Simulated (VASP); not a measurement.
# TaN (Fm-3m) in VASP: notebook

The runs below take TaN through single point, with PBE.

All numbers are computed with VASP 6.6.1; they aren't measurements. Logs are shortened: lines on timing, memory, paths and dates and some standing lists are left out, and cuts for length are marked.

## Step 1: The cell of the first run

The structure is cubic, space group Fm-3m (No. 225). Conventional cell: a = 4.358 Å, b = 4.358 Å, c = 4.358 Å, α = 90.00°, β = 90.00°, γ = 90.00°. Within 2.9 Å of Ta (site symmetry m-3m) lie 6 N at 2.18 Å. N (site symmetry m-3m) has 6 Ta at 2.18 Å within 2.9 Å.

## Step 2: Single point, PBE

Contents of INCAR:

```
PREC = Accurate ; ENCUT = 520
EDIFF = 1E-6 ; ISMEAR = 1
SIGMA = 0.1 ; LREAL = F
LASPH = T ; NELM = 100
ALGO = Normal ; ISIF = 2
LWAVE = F ; LCHARG = F
GGA = PE ; NBANDS = 15
```

Contents of KPOINTS:

```
regular mesh
0
Gamma
  7 7 7
```

Contents of POSCAR:

```
TaN
1.0
    0.0000000000      2.1790000000      2.1790000000
    2.1790000000      0.0000000000      2.1790000000
    2.1790000000      2.1790000000      0.0000000000
Ta N
1 1
Direct
    0.5000000000      0.5000000000      0.5000000000
    0.0000000000      0.0000000000      0.0000000000
```

Potentials or basis: VASP PAW PBE potentials, release 64 (Ta_pv, N).

Started as:

```bash
$ cat potpaw_PBE.64/Ta_pv/POTCAR potpaw_PBE.64/N/POTCAR > POTCAR
$ mpirun -np 1 vasp_std > vasp.out
```

OUTCAR:

```text
PREC = Accurate
   ENCUT = 520
   EDIFF = 1E-6
   ISMEAR = 1
   LREAL = F
   LASPH = T
   NELM = 100
   ISIF = 2
   GGA = PE

 ion  position               nearest neighbor table
   1  0.500  0.500  0.500-   2 2.18   2 2.18   2 2.18   2 2.18   2 2.18   2 2.18
   2  0.000  0.000  0.000-   1 2.18   1 2.18   1 2.18   1 2.18   1 2.18   1 2.18

  LATTYP: Found a face centered cubic cell.
 ALAT       =     4.3580000000

  Lattice vectors:

 A1 = (   0.0000000000,   2.1790000000,   2.1790000000)
 A2 = (   2.1790000000,   0.0000000000,   2.1790000000)
 A3 = (   2.1790000000,   2.1790000000,   0.0000000000)

Analysis of symmetry for initial positions (statically):
=====================================================================
 Subroutine PRICEL returns:
 Original cell was already a primitive cell.

 Routine SETGRP: Setting up the symmetry group for a
 face centered cubic supercell.

 Subroutine GETGRP returns: Found 48 space group operations
 (whereof 48 operations were pure point group operations)
 out of a pool of 48 trial point group operations.

The static configuration has the point symmetry O_h .

Analysis of symmetry for dynamics (positions and initial velocities):
=====================================================================
 Subroutine PRICEL returns:
 Original cell was already a primitive cell.

 Routine SETGRP: Setting up the symmetry group for a
 face centered cubic supercell.

 Subroutine GETGRP returns: Found 48 space group operations
 (whereof 48 operations were pure point group operations)
 out of a pool of 48 trial point group operations.

The dynamic configuration has the point symmetry O_h .

 Subroutine INISYM returns: Found 48 space group operations
 (whereof 48 operations are pure point group operations),
 and found     1 'primitive' translations

----------------------------------------------------------------------------------------

                                     Primitive cell

  volume of cell :      20.6920

  direct lattice vectors                    reciprocal lattice vectors
     0.000000000  2.179000000  2.179000000    -0.229463056  0.229463056  0.229463056
     2.179000000  0.000000000  2.179000000     0.229463056 -0.229463056  0.229463056
     2.179000000  2.179000000  0.000000000     0.229463056  0.229463056 -0.229463056

  length of vectors
     3.081571352  3.081571352  3.081571352     0.397441672  0.397441672  0.397441672
[... 84 lines left out ...]
   POTIM  = 0.5000    time-step for ionic-motion
   TEBEG  =    0.0;   TEEND  =   0.0 temperature during run
   PSTRESS=    0.0 pullay stress
   NELECT =      16.0000    total number of electrons
   NUPDOWN=      -1.0000    fix difference up-down
   EMIN   =  10.00;   EMAX   =-10.00  energy-range for DOS
   EFERMI =   0.00;   METHOD = LEGACY
   ISMEAR =     1;   SIGMA  =   0.10  broadening in eV -4-tet -1-fermi 0-gaus
   EFERMI_NEDOS =   21; number of points for ismear=-14 and -15
   IALGO  =     38    algorithm
   IMIX   =      4    mixing-type and parameters
     AMIX     =   0.40;   BMIX     =  1.00
     AMIX_MAG =   1.60;   BMIX_MAG =  1.00
  volume/ion in A,a.u.               =      10.35        69.82
  Fermi-wavevector in a.u.,A,eV,Ry     =   1.502615  2.839530 30.719922  2.257851
  Thomas-Fermi vector in A             =   2.613832
   LORBIT       =      0    0 simple, 1 ext, 2 COOP (PROOUT), +10 PAW based schemes
   GGA     = PE    functional components
   LHFCALC =     F    Hartree Fock is set to
   AEXX    =    0.0000 exact exchange contribution
   IVDW    =     0    specifies the selected vdW correction
   LEPSILON=     F    determine dielectric tensor
   LRPA    =     F    only Hartree local field effects (RPA)
 non-spin polarized calculation
 Methfessel and Paxton  Order N= 1 SIGMA  =   0.10
  energy-cutoff  :      520.00
  volume of cell :       20.69
 maximum number of plane-waves:       567
   NGX = 11   NGY = 11   NGZ = 11

 number of electron      16.0000000 magnetization

 Free energy of the ion-electron system (eV)
  ---------------------------------------------------
  ext. energy  EPLUGINS =         0.00000000
  ---------------------------------------------------
  free energy    TOTEN  =       -21.80517247 eV

  energy without entropy =      -21.80341068  energy(sigma->0) =      -21.80458521

 E-fermi :   9.8558     XC(G=0): -13.5917

 val. band max:        9.8102206824   @ k =  -0.2857   0.1429   0.0000
 cond. band min:       9.8747932717   @ k =   0.2857   0.0000   0.0000
 fundamental gap:      0.0645725893
 Fermi energy:         9.8558450541

 k-point     1 :       0.0000    0.0000    0.0000
  band No.  band energies     occupation
      1     -25.9131      2.00000
      2     -25.9131      2.00000
      3     -25.9131      2.00000
      4      -9.2016      2.00000
      5       5.9949      2.00000
      6       5.9949      2.00000
      7       5.9949      2.00000
      8       7.6579      2.00000
      9       7.6579      2.00000
     10       7.6579      2.00000
     11       9.9073      0.24365
     12       9.9073      0.24364
     13      11.6315     -0.00000
     14      19.2687      0.00000
[... 329 lines left out ...]
      2     -26.4749      2.00000
      3     -26.1908      2.00000
      4      -7.1505      2.00000
      5       1.8736      2.00000
      6       2.9593      2.00000
      7       3.1061      2.00000
      8       8.9234      2.00000
      9      10.5440     -0.00000
     10      13.2583      0.00000
     11      14.3262      0.00000
     12      15.0327      0.00000
     13      19.9247      0.00000
     14      21.4337      0.00000
     15      22.2211      0.00000

------------------------ aborting loop because EDIFF is reached ----------------------------------------

  FORCE on cell =-STRESS in cart. coord.  units (eV):
  Direction    XX          YY          ZZ          XY          YZ          ZX
  --------------------------------------------------------------------------------------
  -------------------------------------------------------------------------------------
  Total        1.9848239      1.9848239      1.9848239      0.0000000     -0.0000000      0.0000000
  in kB      153.6847857    153.6847857    153.6847857      0.0000000     -0.0000000      0.0000000
  external PRESSURE =     153.6847857 kB  Pullay stress =       0.0000000 kB

 VOLUME and BASIS-vectors are now :
 -----------------------------------------------------------------------------
  energy-cutoff  :      520.00
  volume of cell :       20.69
      direct lattice vectors                 reciprocal lattice vectors
     0.000000000  2.179000000  2.179000000    -0.229463056  0.229463056  0.229463056
     2.179000000  0.000000000  2.179000000     0.229463056 -0.229463056  0.229463056
     2.179000000  2.179000000  0.000000000     0.229463056  0.229463056 -0.229463056

 POSITION                                       TOTAL-FORCE (eV/Angst)
 -----------------------------------------------------------------------------------
      2.17900      2.17900      2.17900         0.000000      0.000000     -0.000000
      0.00000      0.00000      0.00000        -0.000000     -0.000000      0.000000
 -----------------------------------------------------------------------------------
    total drift:                                0.000000     -0.000000     -0.000000

  FREE ENERGIE OF THE ION-ELECTRON SYSTEM (eV)
  ---------------------------------------------------
  free  energy   TOTEN  =       -21.8051724726 eV

  energy  without entropy=      -21.8034106823  energy(sigma->0) =      -21.80458521
```

OSZICAR:

```text
N       E                     dE             d eps       ncg     rms          rms(c)
DAV:   1     0.905643729974E+02    0.90564E+02   -0.91658E+03   600   0.114E+03
DAV:   2    -0.220726503984E+02   -0.11264E+03   -0.10704E+03   761   0.307E+02
DAV:   3    -0.248739862018E+02   -0.28013E+01   -0.27909E+01   670   0.448E+01
DAV:   4    -0.248842433833E+02   -0.10257E-01   -0.10256E-01   790   0.288E+00
DAV:   5    -0.248842996244E+02   -0.56241E-04   -0.56241E-04   663   0.194E-01    0.256E+01
DAV:   6    -0.218952364399E+02    0.29891E+01   -0.54872E+00   692   0.264E+01    0.106E+01
DAV:   7    -0.218400486678E+02    0.55188E-01   -0.39877E-01   719   0.569E+00    0.726E+00
DAV:   8    -0.218094221123E+02    0.30627E-01   -0.12346E-01   670   0.321E+00    0.179E+00
DAV:   9    -0.218052964792E+02    0.41256E-02   -0.11501E-02   649   0.896E-01    0.207E-01
DAV:  10    -0.218051971921E+02    0.99287E-04   -0.92135E-04   712   0.312E-01    0.477E-02
DAV:  11    -0.218051721894E+02    0.25003E-04   -0.45556E-05   642   0.814E-02    0.165E-02
DAV:  12    -0.218051724726E+02   -0.28324E-06   -0.23645E-06   684   0.159E-02
   1 F= -.21805172E+02 E0= -.21804585E+02  d E =-.176179E-02
```

stdout:

```text
POSCAR found type information on POSCAR TaN
 POSCAR found :  2 types and       2 ions
 scaLAPACK will be used
 LDA part: xc-table for (Slater+PW92), standard interpolation
 POSCAR, INCAR and KPOINTS ok, starting setup
 FFT: planning ... GRIDC
 FFT: planning ... GRID_SOFT
 FFT: planning ... GRID
 WAVECAR not read
 entering main loop
```

Wall time 5.1 s (1 thread of Intel Xeon Platinum 8375C at 2.90GHz (Ice Lake), shared host); peak memory 0.14 GiB.

Results:

```
Free energy            : -21.8052 eV
Pressure               : 15.4 GPa
Band gap on the k mesh : zero (band 8 reaches 11.25 eV, above the bottom of band 9 at 7.66 eV)
```

Caveat: spin-orbit coupling is left out, which moves the levels of the heavy elements.

## Step 3: Single point, PBE

Contents of INCAR:

```
PREC = Accurate ; ENCUT = 520
EDIFF = 1E-7 ; ISMEAR = 1
SIGMA = 0.1 ; LREAL = False
LASPH = True ; NELM = 100
ALGO = Normal ; ISIF = 2
LWAVE = False ; LCHARG = True
GGA = PE ; LELF = True
LVHAR = True ; NBANDS = 15
```

Contents of KPOINTS:

```
regular mesh
0
Gamma
  9 9 9
```

POSCAR is that of step 2.

Potentials or basis: VASP PAW PBE potentials, release 64 (Ta_pv, N).

Started as:

```bash
$ cat potpaw_PBE.64/Ta_pv/POTCAR potpaw_PBE.64/N/POTCAR > POTCAR
$ mpirun -np 1 vasp_std > vasp.out
```

It took 7.6 s on 1 thread of Intel Xeon Platinum 8375C at 2.90GHz (Ice Lake), shared host; peak memory 0.14 GiB.

It converged, with:

| Property | Result |
| --- | --- |
| Free energy | -21.7858 eV |
| Pressure | 15.4 GPa |
| Band gap on the k mesh | zero (band 8 reaches 11.47 eV, above the bottom of band 9 at 7.67 eV) |

Levels at points of the mesh, in eV from the Fermi level:
```tsv
k point	band 5	band 6	band 7	band 8	band 9	band 10	band 11	band 12
(0.00, 0.00, 0.00)	-3.79	-3.79	-3.79	-2.07	-2.07	-2.07	0.18	0.18
```

Caveat: spin-orbit coupling is left out, which moves the levels of the heavy elements.

## Step 4: Single point, PBE

Contents of INCAR:

```
SYSTEM = TaN
PREC = Accurate
ENCUT = 520
EDIFF = 1E-6
ISMEAR = 1
SIGMA = 0.1
LREAL = .False.
LASPH = .True.
NELM = 60
ALGO = Normal
ISIF = 2
LWAVE = .False.
LCHARG = .False.
GGA = PE
NBANDS = 15
```

Contents of KPOINTS:

```
regular mesh
0
Gamma
  11 11 11
  0 0 0
```

POSCAR is that of step 3.

Started as:

```bash
$ cat potpaw_PBE.64/Ta_pv/POTCAR potpaw_PBE.64/N/POTCAR > POTCAR
$ mpirun -np 1 vasp_std > vasp.out
```

Run time: 9.2 s. Hardware: 1 thread of Intel Xeon Platinum 8375C at 2.90GHz (Ice Lake), shared host; peak memory 0.15 GiB.

Results (log left out):

| Item | Value |
| --- | --- |
| Free energy | -21.7782 eV |
| Pressure | 15.5 GPa |
| Band gap on the k mesh | zero (band 8 reaches 11.61 eV, above the bottom of band 9 at 7.68 eV) |

Levels at points of the mesh, in eV from the Fermi level:
```
           k point  band 5  band 6  band 7  band 8  band 9  band 10  band 11  band 12
(0.00, 0.00, 0.00)   -3.98   -3.98   -3.98   -2.25   -2.25    -2.25     0.00     0.00
```

Caveat: spin-orbit coupling is left out, which moves the levels of the heavy elements.

## Step 5: Single point, PBE

Contents of INCAR:

```
ALGO     = Normal         # electronic algorithm
EDIFF    = 1E-6           # SCF threshold, eV
ENCUT    = 600            # plane-wave cutoff, eV
GGA      = PE             # functional
GGA_COMPAT= False        
ISIF     = 2              # what is computed and relaxed
ISMEAR   = 1              # smearing method
LASPH    = True           # aspherical terms in the spheres
LCHARG   = False          # write CHGCAR
LREAL    = False          # projectors in reciprocal space
LWAVE    = False          # write WAVECAR
NBANDS   = 16             # bands
NELM     = 120            # most SCF steps
PREC     = Accurate       # precision mode
SIGMA    = 0.1            # smearing width, eV
```

Contents of KPOINTS:

```
k-points
0
Gamma
  5 5 5
```

POSCAR is that of step 4.

Potentials or basis: VASP PAW PBE potentials, release 64 (Ta_sv_GW, N).

Started as:

```bash
$ cat potpaw_PBE.64/Ta_sv_GW/POTCAR potpaw_PBE.64/N/POTCAR > POTCAR
$ mpirun -np 1 vasp_std > vasp.out
```

Wall time 12 s (1 thread of Intel Xeon 6975P-C (Granite Rapids), shared host); peak memory 0.16 GiB.

The run converged. Its results:

```yaml
Free_energy: -24.3505 eV
Pressure: 14.0 GPa
Band_gap_on_the_k_mesh: zero (band 9 reaches 15.22 eV, above the bottom of band 10 at 12.07 eV)
```

Levels at points of the mesh, in eV from the Fermi level:
| k point | band 6 | band 7 | band 8 | band 9 | band 10 | band 11 | band 12 | band 13 |
| --- | --- | --- | --- | --- | --- | --- | --- | --- |
| (0.00, 0.00, 0.00) | -4.19 | -4.19 | -4.19 | -2.47 | -2.47 | -2.47 | -0.21 | -0.21 |

Caveat: the k points lie up to 0.50 Å⁻¹ apart; spin-orbit coupling is left out, which moves the levels of the heavy elements.

## Step 6: Summary

| potentials or basis | k mesh | cutoff (eV) | second run | gap on the mesh (eV) | pressure (GPa) |
| --- | --- | --- | --- | --- | --- |
| VASP PAW PBE potentials, release 64 (Ta_pv, N) | 7 × 7 × 7 | 520 | - | none | 15.4 |
| VASP PAW PBE potentials, release 64 (Ta_pv, N) | 9 × 9 × 9 | 520 | - | none | 15.4 |
| VASP PAW PBE potentials, release 64 (Ta_pv, N) | 11 × 11 × 11 | 520 | - | none | 15.5 |
| VASP PAW PBE potentials, release 64 (Ta_sv_GW, N) | 5 × 5 × 5 | 600 | valence_matched | none | 14.0 |

Alike in all rows: task single point; level PBE; no spin polarisation; cell as given; smearing methfessel-paxton 0.1 eV.

Caveats: some runs use coarse meshes; spin-orbit coupling is left out, which moves the levels of the heavy elements.

Absolute energies hang on the potentials; compare differences alone.
